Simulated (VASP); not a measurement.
Set up this calculation in VASP 6.6.1, as the native input.

* Task: single point
* Functional: LDA
* Potentials or basis: VASP PAW PBE potentials, release 64 (Lu)
* Cutoff: 520 eV
* k mesh: 13 × 13 × 13
* Occupations: fermi-dirac, width 0.1 eV
* Spin: no spin polarisation
* Dipole correction: no
* Further INCAR settings: ALGO = Normal; EDIFF = 1e-07; NBANDS = 18

The structure of Lu lies in POSCAR:

```
Lu
1.0
   -1.8465854827      1.8465854827      1.8465854827
    1.8465854827     -1.8465854827      1.8465854827
    1.8465854827      1.8465854827     -1.8465854827
Lu
1
Direct
    0.0000000000      0.0000000000      0.0000000000
```

This cell differs from its parent crystal: volume scaled by 0.96.

These files were run (other wordings do the same):

INCAR

```
ALGO = Normal
EDIFF = 1E-7
ENCUT = 520
GGA = CA
ISIF = 2
ISMEAR = -1
LASPH = True
LCHARG = False
LREAL = False
LWAVE = False
NBANDS = 18
NELM = 80
PREC = Accurate
SIGMA = 0.1
```

KPOINTS

```
k-points
0
Gamma
  13 13 13
```

Potentials or basis: VASP PAW PBE potentials, release 64 (Lu).

The run is started by

```console
$ cat potpaw_PBE.64/Lu/POTCAR > POTCAR
$ mpirun -np 1 vasp_std > vasp.out
```

Results of the run:

| Quantity | Value |
| --- | --- |
| Pressure | 2.5 GPa |

Caveat: the PAW data sets were made with another functional, which shifts forces and pressure a little.

It took 19 s on 1 thread of Intel(R) Xeon(R) Platinum 8488C (Sapphire Rapids), on a shared host, peak memory 0.16 GiB.
